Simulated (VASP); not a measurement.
MgO: single point with PBE

MgO:

```
CELL_PARAMETERS angstrom
3.39244 0.00000 0.00000
-1.69622 2.93794 0.00000
0.00000 0.00000 4.89123
ATOMIC_POSITIONS crystal
Mg 0.33333 0.66667 0.01608
Mg 0.66667 0.33333 0.51608
O 0.33333 0.66667 0.39828
O 0.66667 0.33333 0.89828
```

This cell differs from its parent crystal: c/a of the conventional cell at fixed volume 1.4418.

```json
{
 "Program": "VASP 6.6.1",
 "Task": "single point",
 "Functional": "PBE",
 "Potentials or basis": "VASP PAW PBE potentials, release 64 (Mg, O)",
 "Cutoff": "520 eV",
 "k mesh": "9 × 9 × 6",
 "Occupations": "gaussian, width 0.05 eV",
 "Spin": "no spin polarisation"
}
```

| Property | Result |
| --- | --- |
| Pressure | 1.1 GPa |
| Largest force | 1.364 eV/Å |
| Band gap on the k mesh | 3.35 eV, direct |

Forces on the atoms (eV/Å):
```
Mg   0.000  0.000 -1.364
Mg   0.000  0.000 -1.364
O    0.000  0.000  1.364
O    0.000  0.000  1.364
```

Stress tensor (GPa, compression positive):
```
-5.84  0.00  0.00
 0.00 -5.84  0.00
 0.00  0.00 15.06
```

Levels at points of the mesh, in eV from the valence-band top:
| k point | band 6 | band 7 | band 8 | band 9 | band 10 | band 11 |
| --- | --- | --- | --- | --- | --- | --- |
| (0.00, 0.00, 0.00) | -0.35 | -0.35 | 0.00 | 3.35 | 8.15 | 10.38 |
| (0.00, 0.00, 0.50) | -0.54 | -0.54 | -0.54 | 5.78 | 5.78 | 13.34 |

Run time: 26 s on 1 thread of Intel(R) Xeon(R) 6975P-C (Granite Rapids), on a shared host, peak memory 0.18 GiB.

Caveat: forces of over 1 eV/Å act on the atoms, so gaps and moduli don't describe the material at rest. A k mesh can miss the band edges.
